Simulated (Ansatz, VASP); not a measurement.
## One calculation of Sb, two programs

The input INCAR:

```
PREC     = Accurate       # precision mode
ENCUT    = 520            # plane-wave cutoff, eV
EDIFF    = 1E-7           # SCF threshold, eV
ISMEAR   = 0              # smearing method
SIGMA    = 0.15           # smearing width, eV
LREAL    = False          # projectors in reciprocal space
LASPH    = True           # aspherical terms in the spheres
NELM     = 100            # most SCF steps
ALGO     = Normal         # electronic algorithm
ISIF     = 2              # what is computed and relaxed
LWAVE    = False          # write WAVECAR
LCHARG   = True           # write CHGCAR
GGA      = PS             # functional
LELF     = True           # ELF
LVHAR    = True         
NBANDS   = 8              # bands
```

The input KPOINTS:

```
Automatic mesh
0
Gamma
  16 16 16
```

Contents of POSCAR:

```
Sb
1.0
    2.8153816747      0.0000000000      0.0000000000
    0.0000000000      2.8153816747      0.0000000000
    0.0000000000      0.0000000000      3.9809496880
Sb
1
Direct
    0.0000000000      0.0000000000      0.0000000000
```

Input for Ansatz:

```yaml
crystal:
  lattice:
    - [2.8153816747, 0.0, 0.0]
    - [0.0, 2.8153816747, 0.0]
    - [0.0, 0.0, 3.980949688]
  atoms:
    - { symbol: Sb, position: [0.0, 0.0, 0.0] }
basis:
  ecutwfc: 420
kpoints:
  mp_grid: { grid: [16, 16, 16] }
hamiltonian:
  xc: pbesol
scf:
  occupations: { method: gaussian, width: 0.15 }
output:
  forces: true
  stress: true
  eigenvalues: true
```

Alike in both runs: task single point; functional PBEsol; k mesh 16 × 16 × 16; occupations gaussian, width 0.15 eV; no spin polarisation.

```csv
,VASP,Ansatz
version,VASP 6.6.1,Ansatz 0.2.0
potentials or method,"VASP PAW PBE potentials, release 64 (Sb), cutoff 520 eV","scalar-relativistic, plane waves, PAW"
valence electrons in the cell,5,15
```

Ansatz gave:

* gap on the k mesh at the Fermi level (eV): none
* pressure (GPa): 5.5
* traceless stress, the component that is largest in VASP (GPa): -10.42

**Question.** Estimate VASP's values.

**Answer.** gap on the k mesh at the Fermi level (eV): none; pressure (GPa): 5.7; traceless stress, the component that is largest in VASP (GPa): -10.68.

VASP's potentials were made for PBE, not for PBEsol. A gap of «none» marks a metal or a gap that the smearing closes. The functional is the same, so the differences come from potentials, cutoffs and numerics. VASP's potentials hold 5 valence electrons a cell and Ansatz's 15, so a difference there can come from the potentials and not from the codes.

Spin-orbit coupling is off throughout.
